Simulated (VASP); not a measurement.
# LiSi3N2: single point with PBE

The system is LiSi3N2.

```
Li Si N
1.0
     4.43016    0.00000    0.00000
    -2.21508    3.83663    0.00000
     0.00000    0.00000    4.87939
Li Si N
1 3 2
Direct
  0.33333 0.66667 0.50000
  0.00000 0.00000 0.75817
  0.00000 0.00000 0.24183
  0.66667 0.33333 0.00000
  0.33333 0.66667 0.12339
  0.33333 0.66667 0.87661
```

* Program: VASP 6.6.1
* Task: single point
* Functional: PBE
* Potentials or basis: VASP PAW PBE potentials, release 64 (Li_sv, Si, N)
* Cutoff: 520 eV
* k mesh: 12 × 12 × 8
* Occupations: gaussian, width 0.1 eV
* Spin: no spin polarisation
* Dipole correction: no
* k mesh for the DOS: 18 × 18 × 12
* Occupations for the DOS: tetrahedron
* Further INCAR settings: ALGO = Fast; EDIFF = 1e-06; NBANDS = 22

| Item | Value |
| --- | --- |
| Valence electrons inside the program's atomic spheres | Li 2.10; Si 1.56, 1.48 (each value once); N 3.81 |

Levels at points of the mesh, in eV from the Fermi level:
```tsv
k point	band 8	band 9	band 10	band 11	band 12	band 13	band 14	band 15	band 16	band 17
(0.00, 0.00, 0.00)	-5.04	-3.32	-2.63	-2.59	-2.59	0.05	0.05	3.03	3.03	3.25
(0.50, 0.00, 0.00)	-4.70	-4.35	-3.45	-1.03	-0.72	-0.71	0.63	2.16	2.68	3.20
(0.00, 0.00, 0.50)	-5.89	-3.00	-2.08	-2.08	-1.12	-1.12	0.48	1.35	1.35	2.70
(0.50, 0.00, 0.50)	-5.98	-3.86	-2.95	-2.18	-0.33	1.25	1.69	2.81	3.25	3.29
```

It took 21 min on 1 thread of Oxide Virtual Turin-like Processor (shared host), peak memory 0.45 GiB.

Caveat: the standard files for N, O and F lose accuracy on very short bonds; an odd number of electrons without spin polarisation forces a metal; a magnetic or distorted state may lie lower.
